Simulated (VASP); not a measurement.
# Li2O (Fm-3m) in VASP: single point with PBE+D3(BJ)

Aim: the single point of Li2O with PBE+D3(BJ).

All numbers are computed with VASP 6.6.1; they aren't measurements. Logs are shortened: lines on timing, memory, paths and dates and some standing lists are left out, and cuts for length are marked.

### Step 1. The cell of the first run

Symmetry: Fm-3m, No. 225, cubic system. Conventional cell: a = 4.654 Å, b = 4.654 Å, c = 4.654 Å, α = 90.00°, β = 90.00°, γ = 90.00°. Within 2.7 Å of Li (site symmetry -43m) lie 4 O at 2.02 Å and 6 Li at 2.33 Å. Within 2.7 Å of O (site symmetry m-3m) lie 8 Li at 2.02 Å.

### Step 2. Single point, PBE+D3(BJ)

File INCAR:

```
PREC = Accurate ; ENCUT = 750
EDIFF = 1E-6 ; ISMEAR = 0
SIGMA = 0.1 ; LREAL = F
LASPH = T ; NELM = 120
ALGO = Normal ; ISIF = 2
LWAVE = F ; LCHARG = T
GGA = PE ; IVDW = 12
LELF = T ; LVHAR = T
NBANDS = 13 ; GGA_COMPAT = F
```

File KPOINTS:

```
regular mesh
0
Gamma
  6 6 6
```

File POSCAR:

```
Li2O
1.0
    0.0000000000      2.3268544700      2.3268544700
    2.3268544700      0.0000000000      2.3268544700
    2.3268544700      2.3268544700      0.0000000000
Li O
2 1
Direct
    0.7500000000      0.7500000000      0.7500000000
    0.2500000000      0.2500000000      0.2500000000
    0.0000000000      0.0000000000      0.0000000000
```

Potentials or basis: VASP PAW PBE potentials, release 64 (Li_sv, O).

Run with:

```
$ cat potpaw_PBE.64/Li_sv/POTCAR potpaw_PBE.64/O/POTCAR > POTCAR
$ mpirun -np 1 vasp_std > vasp.out
```

OUTCAR:

```text
PREC = Accurate
   ENCUT = 750
   EDIFF = 1E-6
   ISMEAR = 0
   LREAL = F
   LASPH = T
   NELM = 120
   ISIF = 2
   GGA = PE
   IVDW = 12
 IVDW          = 12

 ion  position               nearest neighbor table
   1  0.750  0.750  0.750-   3 2.02   3 2.02   3 2.02   3 2.02   2 2.33   2 2.33   2 2.33   2 2.33
                             2 2.33   2 2.33
   2  0.250  0.250  0.250-   3 2.02   3 2.02   3 2.02   3 2.02   1 2.33   1 2.33   1 2.33   1 2.33
                             1 2.33   1 2.33
   3  0.000  0.000  0.000-   1 2.02   1 2.02   1 2.02   1 2.02   2 2.02   2 2.02   2 2.02   2 2.02

  LATTYP: Found a face centered cubic cell.
 ALAT       =     4.6537089400

  Lattice vectors:

 A1 = (   0.0000000000,   2.3268544700,   2.3268544700)
 A2 = (   2.3268544700,   0.0000000000,   2.3268544700)
 A3 = (   2.3268544700,   2.3268544700,   0.0000000000)

Analysis of symmetry for initial positions (statically):
=====================================================================
 Subroutine PRICEL returns:
 Original cell was already a primitive cell.

 Routine SETGRP: Setting up the symmetry group for a
 face centered cubic supercell.

 Subroutine GETGRP returns: Found 48 space group operations
 (whereof 48 operations were pure point group operations)
 out of a pool of 48 trial point group operations.

The static configuration has the point symmetry O_h .

Analysis of symmetry for dynamics (positions and initial velocities):
=====================================================================
 Subroutine PRICEL returns:
 Original cell was already a primitive cell.

 Routine SETGRP: Setting up the symmetry group for a
 face centered cubic supercell.

 Subroutine GETGRP returns: Found 48 space group operations
 (whereof 48 operations were pure point group operations)
 out of a pool of 48 trial point group operations.

The dynamic configuration has the point symmetry O_h .

 Subroutine INISYM returns: Found 48 space group operations
 (whereof 48 operations are pure point group operations),
 and found     1 'primitive' translations

----------------------------------------------------------------------------------------

                                     Primitive cell

  volume of cell :      25.1964

  direct lattice vectors                    reciprocal lattice vectors
     0.000000000  2.326854470  2.326854470    -0.214882369  0.214882369  0.214882369
     2.326854470  0.000000000  2.326854470     0.214882369 -0.214882369  0.214882369
     2.326854470  2.326854470  0.000000000     0.214882369  0.214882369 -0.214882369

  length of vectors
     3.290669149  3.290669149  3.290669149     0.372187180  0.372187180  0.372187180

  position of ions in fractional coordinates (direct lattice)
     0.750000000  0.750000000  0.750000000
     0.250000000  0.250000000  0.250000000
     0.000000000  0.000000000  0.000000000

  ion indices of the primitive-cell ions
   primitive index   ion index
                 1           1
                 2           2
                 3           3

----------------------------------------------------------------------------------------

 KPOINTS: regular mesh

Automatic generation of k-mesh.
 Grid dimensions read from file:
 generate k-points for:    6    6    6

 Generating k-lattice:

  Cartesian coordinates                     Fractional coordinates (reciprocal lattice)
    -0.035813728  0.035813728  0.035813728     0.166666667  0.000000000  0.000000000
     0.035813728 -0.035813728  0.035813728     0.000000000  0.166666667  0.000000000
     0.035813728  0.035813728 -0.035813728     0.000000000  0.000000000  0.166666667

  Length of vectors
     0.062031197  0.062031197  0.062031197

  Shift w.r.t. Gamma in fractional coordinates (k-lattice)
     0.000000000  0.000000000  0.000000000

 Subroutine IBZKPT returns following result:
 ===========================================

 Found     16 irreducible k-points:

 Following reciprocal coordinates:
            Coordinates               Weight
  0.000000  0.000000  0.000000      1.000000
  0.166667  0.000000  0.000000      8.000000
  0.333333  0.000000  0.000000      8.000000
  0.500000  0.000000  0.000000      4.000000
  0.166667  0.166667  0.000000      6.000000
  0.333333  0.166667  0.000000     24.000000
[... 8 lines left out ...]
 -0.333333  0.333333  0.166667     24.000000
 -0.333333  0.500000  0.166667     12.000000
   k-points           NKPTS =     16   k-points in BZ     NKDIM =     16   number of bands    NBANDS=     13
   number of dos      NEDOS =    301   number of ions     NIONS =      3
   total plane-waves  NPLWV =  27000
   dimension x,y,z NGX =    30 NGY =   30 NGZ =   30
   dimension x,y,z NGXF=    60 NGYF=   60 NGZF=   60
   ions per type =               2   1
   NGX,Y,Z   is equivalent  to a cutoff of  15.16, 15.16, 15.16 a.u.
   NGXF,Y,Z  is equivalent  to a cutoff of  30.31, 30.31, 30.31 a.u.
 SYSTEM =  unknown system
   PREC   = accura    normal or accurate (medium, high low for compatibility)
   ISTART =      0    job   : 0-new  1-cont  2-samecut
   ICHARG =      2    charge: 1-file 2-atom 10-const
   ISPIN  =      1    spin polarized calculation?
   LNONCOLLINEAR =      F non collinear calculations
   LSORBIT =      F    spin-orbit coupling
   LASPH  =      T    aspherical Exc in radial PAW
   ENCUT  =  750.0 eV  55.12 Ry    7.42 a.u.   7.35  7.35  7.35*2*pi/ulx,y,z
   NELM   =    120;   NELMIN=  2; NELMDL= -5     # of ELM steps
   EDIFF  = 0.1E-05   stopping-criterion for ELM
   LREAL  =      F    real-space projection
   EDIFFG = 0.1E-04   stopping-criterion for IOM
   NSW    =      0    number of steps for IOM
   IBRION =     -1    ionic relax: 0-MD 1-quasi-New 2-CG
   NFREE  =      0    steps in history (QN), initial steepest desc. (CG)
   ISIF   =      2    stress and relaxation
   ISYM   =      2    0-nonsym 1-usesym 2-fastsym
   POTIM  = 0.5000    time-step for ionic-motion
   TEBEG  =    0.0;   TEEND  =   0.0 temperature during run
   PSTRESS=    0.0 pullay stress
   NELECT =      12.0000    total number of electrons
   NUPDOWN=      -1.0000    fix difference up-down
   EMIN   =  10.00;   EMAX   =-10.00  energy-range for DOS
   EFERMI =   0.00;   METHOD = LEGACY
   ISMEAR =     0;   SIGMA  =   0.10  broadening in eV -4-tet -1-fermi 0-gaus
   EFERMI_NEDOS =   21; number of points for ismear=-14 and -15
   IALGO  =     38    algorithm
   IMIX   =      4    mixing-type and parameters
     AMIX     =   0.40;   BMIX     =  1.00
     AMIX_MAG =   1.60;   BMIX_MAG =  1.00
  volume/ion in A,a.u.               =       8.40        56.68
  Fermi-wavevector in a.u.,A,eV,Ry     =   1.278467  2.415951 22.238405  1.634477
  Thomas-Fermi vector in A             =   2.411008
   LORBIT       =      0    0 simple, 1 ext, 2 COOP (PROOUT), +10 PAW based schemes
   GGA     = PE    functional components
   LHFCALC =     F    Hartree Fock is set to
   AEXX    =    0.0000 exact exchange contribution
   IVDW    =    12    specifies the selected vdW correction
   LEPSILON=     F    determine dielectric tensor
   LRPA    =     F    only Hartree local field effects (RPA)
 non-spin polarized calculation
 Gauss-broadening in eV      SIGMA  =   0.10
  energy-cutoff  :      750.00
  volume of cell :       25.20
 maximum number of plane-waves:      1211
 NGX is ok and might be reduce to    30
   NGX = 15   NGY = 15   NGZ = 15

 number of electron      11.9999997 magnetization

 Free energy of the ion-electron system (eV)
  ---------------------------------------------------
  ext. energy  EPLUGINS =         0.00000000
  ---------------------------------------------------
  free energy    TOTEN  =       -14.35433555 eV

  energy without entropy =      -14.35433555  energy(sigma->0) =      -14.35433555

 E-fermi :   1.8233     XC(G=0):  -9.6599

 val. band max:        1.2185572069   @ k =   0.0000   0.0000   0.0000
 cond. band min:       6.1543753303   @ k =   0.5000   0.5000   0.0000
 fundamental gap:      4.9358181235
 Fermi energy:         1.8233144451

 k-point     1 :       0.0000    0.0000    0.0000
  band No.  band energies     occupation
      1     -41.8082      2.00000
      2     -41.5013      2.00000
      3     -14.1936      2.00000
      4       1.2186      2.00000
      5       1.2186      2.00000
      6       1.2186      2.00000
      7       6.3252      0.00000
      8      13.0285      0.00000
      9      13.0285      0.00000
     10      13.0285      0.00000
     11      19.9870      0.00000
     12      19.9870      0.00000
     13      19.9870      0.00000

 k-point     2 :       0.1667    0.0000    0.0000
  band No.  band energies     occupation
      1     -41.7846      2.00000
      2     -41.5190      2.00000
      3     -14.1419      2.00000
      4       0.3927      2.00000
      5       1.1008      2.00000
      6       1.1008      2.00000
      7       7.0329      0.00000
      8      12.9973      0.00000
      9      13.3554      0.00000
     10      13.3554      0.00000
     11      18.2300      0.00000
     12      18.2300      0.00000
     13      20.8261      0.00000

 k-point     3 :       0.3333    0.0000    0.0000
  band No.  band energies     occupation
      1     -41.7224      2.00000
      2     -41.5694      2.00000
      3     -14.0304      2.00000
      4      -0.9295      2.00000
      5       0.8849      2.00000
      6       0.8849      2.00000
      7       8.5934      0.00000
      8      12.2737      0.00000
      9      13.4066      0.00000
     10      13.4066      0.00000
     11      18.0406      0.00000
     12      18.0406      0.00000
     13      22.6161      0.00000

 k-point     4 :       0.5000    0.0000    0.0000
  band No.  band energies     occupation
      1     -41.6435      2.00000
      2     -41.6425      2.00000
      3     -13.9703      2.00000
      4      -1.4988      2.00000
      5       0.7854      2.00000
      6       0.7854      2.00000
      7      10.2858      0.00000
      8      10.8125      0.00000
      9      13.1585      0.00000
     10      13.1585      0.00000
     11      18.7988      0.00000
     12      18.7988      0.00000
     13      23.6416      0.00000

 k-point     5 :       0.1667    0.1667    0.0000
  band No.  band energies     occupation
      1     -41.7785      2.00000
      2     -41.5231      2.00000
      3     -14.1261      2.00000
      4       0.5936      2.00000
      5       0.8463      2.00000
      6       0.8463      2.00000
      7       7.0400      0.00000
      8      13.2826      0.00000
      9      13.2826      0.00000
     10      13.7710      0.00000
     11      15.9979      0.00000
     12      21.7090      0.00000
     13      21.7090      0.00000
[... 129 lines left out ...]
 k-point    14 :       0.5000    0.3333    0.1667
  band No.  band energies     occupation
      1     -41.6924      2.00000
      2     -41.5910      2.00000
      3     -13.9644      2.00000
      4      -0.7608      2.00000
      5       0.0554      2.00000
      6       0.4733      2.00000
      7       8.1298      0.00000
      8      12.0870      0.00000
      9      14.3376      0.00000
     10      14.9121      0.00000
     11      16.4707      0.00000
     12      20.8279      0.00000
     13      23.1173      0.00000

 k-point    15 :      -0.3333    0.3333    0.1667
  band No.  band energies     occupation
      1     -41.6398      2.00000
      2     -41.6396      2.00000
      3     -13.9259      2.00000
      4      -0.9699      2.00000
      5      -0.0122      2.00000
      6       0.1946      2.00000
      7       8.6629      0.00000
      8      11.3964      0.00000
      9      14.6153      0.00000
     10      14.7922      0.00000
     11      18.6351      0.00000
     12      18.9832      0.00000
     13      23.9505      0.00000

 k-point    16 :      -0.3333    0.5000    0.1667
  band No.  band energies     occupation
      1     -41.6636      2.00000
      2     -41.6135      2.00000
      3     -13.9138      2.00000
      4      -0.4538      2.00000
      5      -0.3035      2.00000
      6      -0.1841      2.00000
      7       7.5835      0.00000
      8      12.3786      0.00000
      9      14.7998      0.00000
     10      15.3466      0.00000
     11      17.7914      0.00000
     12      20.9371      0.00000
     13      22.8753      0.00000

------------------------ aborting loop because EDIFF is reached ----------------------------------------

 Edisp (eV)   -0.77477

 E8    (eV) :    -0.3015

  FORCE on cell =-STRESS in cart. coord.  units (eV):
  Direction    XX          YY          ZZ          XY          YZ          ZX
  --------------------------------------------------------------------------------------
  -------------------------------------------------------------------------------------
  Total      -1.06792    -1.06792    -1.06792     0.00000    -0.00000     0.00000
  in kB     -67.90673   -67.90673   -67.90673     0.00000    -0.00000     0.00000
  external pressure =      -67.91 kB  Pullay stress =        0.00 kB

 VOLUME and BASIS-vectors are now :
 -----------------------------------------------------------------------------
  energy-cutoff  :      750.00
  volume of cell :       25.20
      direct lattice vectors                 reciprocal lattice vectors
     0.000000000  2.326854470  2.326854470    -0.214882369  0.214882369  0.214882369
     2.326854470  0.000000000  2.326854470     0.214882369 -0.214882369  0.214882369
     2.326854470  2.326854470  0.000000000     0.214882369  0.214882369 -0.214882369

 POSITION                                       TOTAL-FORCE (eV/Angst)
 -----------------------------------------------------------------------------------
      3.49028      3.49028      3.49028        -0.000000     -0.000000      0.000000
      1.16343      1.16343      1.16343        -0.000000      0.000000     -0.000000
      0.00000      0.00000      0.00000         0.000000     -0.000000      0.000000
 -----------------------------------------------------------------------------------
    total drift:                                0.000000     -0.000000      0.000000

  FREE ENERGIE OF THE ION-ELECTRON SYSTEM (eV)
  ---------------------------------------------------
  free  energy   TOTEN  =       -15.1291006489 eV

  energy  without entropy=      -15.1291006489  energy(sigma->0) =      -15.12910065
```

Wall time 8.5 s (1 thread of Intel Xeon 6975P-C (Granite Rapids), shared host); peak memory 0.16 GiB.

Results:

- Free energy: -15.1291 eV
- Pressure: -6.8 GPa
- Band gap on the k mesh: 4.94 eV, indirect (least direct gap 5.11 eV)
- Dispersion energy per atom: -0.258 eV

Levels at points of the mesh, in eV from the valence-band top:
```tsv
k point	band 4	band 5	band 6	band 7	band 8	band 9
(0.00, 0.00, 0.00)	0.00	0.00	0.00	5.11	11.81	11.81
(0.50, 0.00, 0.00)	-2.72	-0.43	-0.43	9.07	9.59	11.94
(0.50, 0.50, 0.00)	-1.58	-1.34	-1.34	4.94	13.33	13.33
```
